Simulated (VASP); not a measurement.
# Zr (Fm-3m) in VASP: notebook

The runs below take Zr through single point, with revPBE+D4.

Program: VASP 6.6.1. These are calculated values, not measurements. Logs are shortened: lines on timing, memory, paths and dates and some standing lists are left out, and cuts for length are marked.

### 1 The cell of the first run

Symmetry: Fm-3m, No. 225, cubic system. Conventional cell: a = 4.449 Å, b = 4.449 Å, c = 4.449 Å, α = 90.00°, β = 90.00°, γ = 90.00°. Zr (site symmetry m-3m) has 12 Zr at 3.15 Å within 4.1 Å.

This isn't the form of Zr at room conditions, which is hcp.

### 2 Single point, revPBE+D4, non-collinear spin, zero start, spin-orbit coupling

INCAR

```
PREC = Accurate
ENCUT = 520
EDIFF = 1E-6
ISMEAR = 1
SIGMA = 0.1
LREAL = F
LASPH = T
NELM = 150
ALGO = Normal
ISIF = 2
LWAVE = F
LCHARG = F
MAGMOM = 0 0 0
LORBIT = 11
LSORBIT = T
GGA_COMPAT = F
LORBMOM = T
LMAXMIX = 4
GGA = RE
IVDW = 13
NBANDS = 23
```

KPOINTS

```
regular mesh
0
Gamma
  10 10 10
```

POSCAR

```
Zr
1.0
    0.0000000000      2.2245232910      2.2245232910
    2.2245232910      0.0000000000      2.2245232910
    2.2245232910      2.2245232910      0.0000000000
Zr
1
Direct
    0.0000000000      0.0000000000      0.0000000000
```

Potentials or basis: VASP PAW PBE potentials, release 64 (Zr_sv).

On the command line:

```console
> cat potpaw_PBE.64/Zr_sv/POTCAR > POTCAR
> mpirun -np 1 vasp_ncl > vasp.out
```

OUTCAR:

```text
PREC = Accurate
   ENCUT = 520
   EDIFF = 1E-6
   ISMEAR = 1
   LREAL = F
   LASPH = T
   NELM = 150
   ISIF = 2
   LORBIT = 11
   LSORBIT = T
   GGA = RE
   IVDW = 13

 ion  position               nearest neighbor table
   1  0.000  0.000  0.000-

  LATTYP: Found a face centered cubic cell.
 ALAT       =     4.4490465820

  Lattice vectors:

 A1 = (   0.0000000000,   2.2245232910,   2.2245232910)
 A2 = (   2.2245232910,   0.0000000000,   2.2245232910)
 A3 = (   2.2245232910,   2.2245232910,   0.0000000000)

Analysis of symmetry for initial positions (statically):
=====================================================================
 Subroutine PRICEL returns:
 Original cell was already a primitive cell.

 Routine SETGRP: Setting up the symmetry group for a
 face centered cubic supercell.

 Subroutine GETGRP returns: Found 48 space group operations
 (whereof 48 operations were pure point group operations)
 out of a pool of 48 trial point group operations.

The static configuration has the point symmetry O_h .

Analysis of symmetry for dynamics (positions and initial velocities):
=====================================================================
 Subroutine PRICEL returns:
 Original cell was already a primitive cell.

 Routine SETGRP: Setting up the symmetry group for a
 face centered cubic supercell.

 Subroutine GETGRP returns: Found 48 space group operations
 (whereof 48 operations were pure point group operations)
 out of a pool of 48 trial point group operations.

The dynamic configuration has the point symmetry O_h .

Analysis of structural, dynamic, and magnetic symmetry:
=====================================================================
 Subroutine PRICEL returns:
 Original cell was already a primitive cell.

 Routine SETGRP: Setting up the symmetry group for a
 face centered cubic supercell.

 Subroutine GETGRP returns: Found 48 space group operations
 (whereof 48 operations were pure point group operations)
 out of a pool of 48 trial point group operations.

The overall configuration has the point symmetry O_h .

 Subroutine INISYM returns: Found 48 space group operations
 (whereof 48 operations are pure point group operations),
 and found     1 'primitive' translations

----------------------------------------------------------------------------------------

                                     Primitive cell

  volume of cell :      22.0161

  direct lattice vectors                    reciprocal lattice vectors
     0.000000000  2.224523291  2.224523291    -0.224767258  0.224767258  0.224767258
     2.224523291  0.000000000  2.224523291     0.224767258 -0.224767258  0.224767258
     2.224523291  2.224523291  0.000000000     0.224767258  0.224767258 -0.224767258

  length of vectors
     3.145951008  3.145951008  3.145951008     0.389308310  0.389308310  0.389308310

  position of ions in fractional coordinates (direct lattice)
     0.000000000  0.000000000  0.000000000

  ion indices of the primitive-cell ions
   primitive index   ion index
                 1           1

----------------------------------------------------------------------------------------

 KPOINTS: regular mesh

Automatic generation of k-mesh.
 Grid dimensions read from file:
 generate k-points for:   10   10   10

 Generating k-lattice:

  Cartesian coordinates                     Fractional coordinates (reciprocal lattice)
    -0.022476726  0.022476726  0.022476726     0.100000000  0.000000000  0.000000000
     0.022476726 -0.022476726  0.022476726     0.000000000  0.100000000  0.000000000
     0.022476726  0.022476726 -0.022476726     0.000000000  0.000000000  0.100000000

  Length of vectors
     0.038930831  0.038930831  0.038930831

  Shift w.r.t. Gamma in fractional coordinates (k-lattice)
     0.000000000  0.000000000  0.000000000

 Subroutine IBZKPT returns following result:
 ===========================================

 Found     47 irreducible k-points:

 Following reciprocal coordinates:
            Coordinates               Weight
  0.000000  0.000000  0.000000      1.000000
  0.100000  0.000000  0.000000      8.000000
  0.200000  0.000000  0.000000      8.000000
[... 39 lines left out ...]
   NELM   =    150;   NELMIN=  2; NELMDL= -5     # of ELM steps
   EDIFF  = 0.1E-05   stopping-criterion for ELM
   LREAL  =      F    real-space projection
[... 7 lines left out ...]
   TEBEG  =    0.0;   TEEND  =   0.0 temperature during run
   PSTRESS=    0.0 pullay stress
   NELECT =      12.0000    total number of electrons
   NUPDOWN=      -1.0000    fix difference up-down
   EMIN   =  10.00;   EMAX   =-10.00  energy-range for DOS
   EFERMI =   0.00;   METHOD = LEGACY
   ISMEAR =     1;   SIGMA  =   0.10  broadening in eV -4-tet -1-fermi 0-gaus
   EFERMI_NEDOS =   21; number of points for ismear=-14 and -15
   IALGO  =     38    algorithm
   IMIX   =      4    mixing-type and parameters
     AMIX     =   0.40;   BMIX     =  1.00
     AMIX_MAG =   1.60;   BMIX_MAG =  1.00
  volume/ion in A,a.u.               =      22.02       148.57
  Fermi-wavevector in a.u.,A,eV,Ry     =   1.337278  2.527089 24.331459  1.788312
  Thomas-Fermi vector in A             =   2.465839
   LORBIT       =     11    0 simple, 1 ext, 2 COOP (PROOUT), +10 PAW based schemes
   GGA     = RE    functional components
   LHFCALC =     F    Hartree Fock is set to
   AEXX    =    0.0000 exact exchange contribution
   IVDW    =    13    specifies the selected vdW correction
   LEPSILON=     F    determine dielectric tensor
   LRPA    =     F    only Hartree local field effects (RPA)
 Methfessel and Paxton  Order N= 1 SIGMA  =   0.10
  energy-cutoff  :      520.00
  volume of cell :       22.02
 maximum number of plane-waves:      1218
   NGX = 11   NGY = 11   NGZ = 11

 number of electron      12.0000000 magnetization       0.0000000      0.0000000      0.0000000

 number of electron      12.0000000 magnetization      -0.0000000     -0.0000000     -0.0000000

 number of electron      12.0000000 magnetization      -0.0000000      0.0000000     -0.0000000

 number of electron      12.0000000 magnetization       0.0000000     -0.0000000      0.0000000

 Free energy of the ion-electron system (eV)
  ---------------------------------------------------
  ext. energy  EPLUGINS =         0.00000000
  ---------------------------------------------------
  free energy    TOTEN  =        -8.17753726 eV

  energy without entropy =       -8.17562249  energy(sigma->0) =       -8.17689901

 E-fermi :   9.5701     XC(G=0): -11.2865

 val. band max:        9.5513774251   @ k =  -0.3000   0.1000   0.0000
 cond. band min:       9.5813148754   @ k =   0.2000   0.1000   0.0000
 fundamental gap:      0.0299374503
 Fermi energy:         9.5701026748

 k-point     1 :       0.0000    0.0000    0.0000
  band No.  band energies     occupation
      1     -39.0382      1.00000
      2     -39.0382      1.00000
      3     -17.6710      1.00000
      4     -17.6710      1.00000
      5     -15.8867      1.00000
      6     -15.8867      1.00000
[... 613 lines left out ...]
     22      21.7071      0.00000
     23      22.8586      0.00000

 [... further k-points ...]

------------------------ aborting loop because EDIFF is reached ----------------------------------------

  DFT-D4 for vdW energy calculation

  Edisp (eV):   -0.29515

  FORCE on cell =-STRESS in cart. coord.  units (eV):
  Direction    XX          YY          ZZ          XY          YZ          ZX
  --------------------------------------------------------------------------------------
  -------------------------------------------------------------------------------------
  Total       0.65100     0.65100     0.65100    -0.00000    -0.00000     0.00000
  in kB      47.37489    47.37489    47.37489    -0.00000    -0.00000     0.00000
  external pressure =       47.37 kB  Pullay stress =        0.00 kB

 VOLUME and BASIS-vectors are now :
 -----------------------------------------------------------------------------
  energy-cutoff  :      520.00
  volume of cell :       22.02
      direct lattice vectors                 reciprocal lattice vectors
     0.000000000  2.224523291  2.224523291    -0.224767258  0.224767258  0.224767258
     2.224523291  0.000000000  2.224523291     0.224767258 -0.224767258  0.224767258
     2.224523291  2.224523291  0.000000000     0.224767258  0.224767258 -0.224767258

 POSITION                                       TOTAL-FORCE (eV/Angst)
 -----------------------------------------------------------------------------------
      0.00000      0.00000      0.00000        -0.000000      0.000000     -0.000000
 -----------------------------------------------------------------------------------
    total drift:                               -0.000000     -0.000000     -0.000000

  FREE ENERGIE OF THE ION-ELECTRON SYSTEM (eV)
  ---------------------------------------------------
  free  energy   TOTEN  =        -8.4726915922 eV

  energy  without entropy=       -8.4707768180  energy(sigma->0) =       -8.47205333

 orbital moment (x)

 # of ion     p       d       tot
 ----------------------------------------
  1         0.000  -0.000  -0.000
 ----------------------------------------
            0.000  -0.000  -0.000

 orbital moment (y)

 # of ion     p       d       tot
 ----------------------------------------
  1         0.000   0.000   0.000
 ----------------------------------------
            0.000   0.000   0.000

 orbital moment (z)

 # of ion     p       d       tot
 ----------------------------------------
  1         0.000   0.000   0.000
 ----------------------------------------
            0.000   0.000   0.000

 Spin-Orbit-Coupling matrix elements

 Ion:    1  E_soc:     -0.1437568
 l=   1
     0.0000000    -0.0232598    -0.0232598
    -0.0232598     0.0000000    -0.0232598
    -0.0232598    -0.0232598     0.0000000
 l=   2
     0.0000000    -0.0001524     0.0000000    -0.0001524    -0.0005473
    -0.0001524     0.0000000    -0.0004105    -0.0001524    -0.0001368
     0.0000000    -0.0004105     0.0000000    -0.0004105     0.0000000
    -0.0001524    -0.0001524    -0.0004105     0.0000000    -0.0001368
    -0.0005473    -0.0001368     0.0000000    -0.0001368     0.0000000
 l=   3
     0.0000000     0.0000000     0.0000000     0.0000000     0.0000000     0.0000000     0.0000000
     0.0000000     0.0000000     0.0000000     0.0000000     0.0000000     0.0000000     0.0000000
     0.0000000     0.0000000     0.0000000     0.0000000     0.0000000     0.0000000     0.0000000
     0.0000000     0.0000000     0.0000000     0.0000000     0.0000000     0.0000000     0.0000000
     0.0000000     0.0000000     0.0000000     0.0000000     0.0000000     0.0000000     0.0000000
     0.0000000     0.0000000     0.0000000     0.0000000     0.0000000     0.0000000     0.0000000
     0.0000000     0.0000000     0.0000000     0.0000000     0.0000000     0.0000000     0.0000000

 total charge

# of ion       s       p       d       tot
------------------------------------------
    1        2.235   5.961   1.704   9.900

 magnetization (x)

# of ion       s       p       d       tot
------------------------------------------
    1       -0.000   0.000   0.000   0.000

 magnetization (y)

# of ion       s       p       d       tot
------------------------------------------
    1        0.000  -0.000  -0.000  -0.000

 magnetization (z)

# of ion       s       p       d       tot
------------------------------------------
    1        0.000   0.000   0.000   0.000
```

Run time: 20 s. Hardware: 1 thread of Intel Xeon 6975P-C (Granite Rapids), shared host; peak memory 0.21 GiB.

What came out:

```
Free energy                                           : -8.4727 eV
Pressure                                              : 4.7 GPa
Net moment                                            : 0.00 μB per cell
Valence electrons inside the program's atomic spheres : Zr 9.90
Dispersion energy per atom                            : -0.295 eV
```

Moments on the atoms (μB; x, y, z):
```
Zr  0.00 0.00 0.00
```

Caveat: the cell stands under pressure; the PAW data sets were made with another functional, which shifts forces and pressure a little.

(Continued in part 2 of 2.)
